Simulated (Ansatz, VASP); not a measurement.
Two plane-wave programs on Pb

INCAR

```
SYSTEM = Pb
PREC = Accurate
ENCUT = 520
EDIFF = 1E-6
ISMEAR = -1
SIGMA = 0.05
LREAL = .FALSE.
LASPH = .TRUE.
NELM = 80
ALGO = Normal
ISIF = 2
LWAVE = .FALSE.
LCHARG = .FALSE.
GGA = PS
IVDW = 12
NBANDS = 13
```

Contents of KPOINTS:

```
regular mesh
0
G
  9 9 9
  0 0 0
```

The input POSCAR:

```
Pb
1.0
    0.0000000000      2.4415696833      2.4415696833
    2.4415696833      0.0000000000      2.4415696833
    2.4415696833      2.4415696833      0.0000000000
Pb
1
Direct
    0.0000000000      0.0000000000      0.0000000000
```

Contents of input.yaml:

```yaml
crystal:
  lattice:
    - [0.0, 2.4415696833, 2.4415696833]
    - [2.4415696833, 0.0, 2.4415696833]
    - [2.4415696833, 2.4415696833, 0.0]
  atoms:
    - { symbol: Pb, position: [0.0, 0.0, 0.0] }
hamiltonian:
  xc: pbesol
  pseudopotentials: { kind: paw }
  dispersion: d3bj
kpoints:
  mp_grid: { grid: [9, 9, 9] }
scf:
  occupations: { method: fermi_dirac, width: 0.05 }
output:
  forces: true
  stress: true
  eigenvalues: true
```

Alike in both runs: task single point; functional PBEsol; dispersion D3(BJ); k mesh 9 × 9 × 9; occupations fermi-dirac, width 0.05 eV; no spin polarisation.

```csv
,VASP,Ansatz
version,VASP 6.6.1,Ansatz 0.2.0
potentials or method,"VASP PAW PBE potentials, release 64 (Pb_d)",Ansatz PAW
plane-wave cutoff (eV),520,420
valence electrons in the cell,14,14
```

```csv
,VASP,Ansatz,Ansatz less VASP
gap on the k mesh at the Fermi level (eV),none,none,-
pressure (GPa),-1.2,-1.2,+0.09
```

VASP's potentials were made for PBE, not for PBEsol. A gap of «none» marks a metal or a gap that the smearing closes.

Neither program's run includes spin-orbit coupling.
